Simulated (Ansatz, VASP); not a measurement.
## Two plane-wave programs on Cl

```
Cl
1.0
     3.11807   -2.30037    0.00000
     3.11807    2.30037    0.00000
     0.00000    0.00000    8.21482
Cl
4
Cartesian
  3.1181 1.6137 0.7712
  3.1181 -0.6867 3.3362
  3.1181 -1.6137 7.4436
  3.1181 0.6867 4.8786
```

Alike in both runs: task single point; functional PBEsol; k mesh 8 × 8 × 4; occupations gaussian, width 0.02 eV; no spin polarisation.

|  | VASP | Ansatz |
| --- | --- | --- |
| version | VASP 6.6.1 | Ansatz 0.2.0 |
| potentials or method | VASP PAW PBE potentials, release 64 (Cl), cutoff 500 eV | scalar-relativistic, plane waves, PAW |
| valence electrons in the cell | 28 | 28 |

|  | VASP | Ansatz | Ansatz less VASP |
| --- | --- | --- | --- |
| gap on the k mesh at the Fermi level (eV) | 2.14 | 2.10 | -0.043 |
| least direct gap on the mesh (eV) | 2.26 | 2.22 | -0.044 |
| pressure (GPa) | -2.5 | -2.3 | +0.26 |
| traceless stress, the component that is largest in VASP (GPa) | 2.87 | 2.68 | -0.193 |
| rms of the force components (eV/Å) | 0.626 | 0.561 | -0.0653 |

VASP's potentials were made for PBE, not for PBEsol. Atom by atom the forces differ by 0.067 eV/Å (rms over components). The functional is the same, so the differences come from potentials, cutoffs and numerics.
